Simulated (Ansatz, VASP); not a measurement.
# SnO: VASP beside Ansatz

```
CELL_PARAMETERS angstrom
2.69046 -2.69048 0.00000
2.69046 2.69048 0.00000
0.00000 0.00000 9.49482
ATOMIC_POSITIONS crystal
Sn 0.99919 0.00081 0.99986
Sn 0.00081 0.99919 0.49986
Sn 0.50081 0.49919 0.25714
Sn 0.49919 0.50081 0.75714
O 0.00078 0.49922 0.37850
O 0.99922 0.50078 0.87850
O 0.50078 0.99922 0.37850
O 0.49922 0.00078 0.87850
```

Alike in both runs: task single point; functional PBEsol; k mesh 10 × 10 × 4; occupations gaussian, width 0.15 eV; no spin polarisation.

|  | VASP | Ansatz |
| --- | --- | --- |
| version | VASP 6.6.1 | Ansatz 0.2.0 |
| potentials or method | VASP PAW PBE potentials, release 64 (Sn_d, O), cutoff 520 eV | scalar-relativistic, plane waves, PAW |
| valence electrons in the cell | 80 | 80 |

VASP gave:

* gap on the k mesh at the Fermi level (eV): none
* pressure (GPa): 0.2
* rms of the force components (eV/Å): 0.036

**Question.** What did Ansatz give for the same quantities?

**Answer.** gap on the k mesh at the Fermi level (eV): none; pressure (GPa): 0.0; rms of the force components (eV/Å): 0.002.

VASP's potentials were made for PBE, not for PBEsol. Atom by atom the forces differ by 0.035 eV/Å (rms over components). A gap of «none» marks a metal or a gap that the smearing closes. Ansatz's warnings: structure snapped to symmetry.
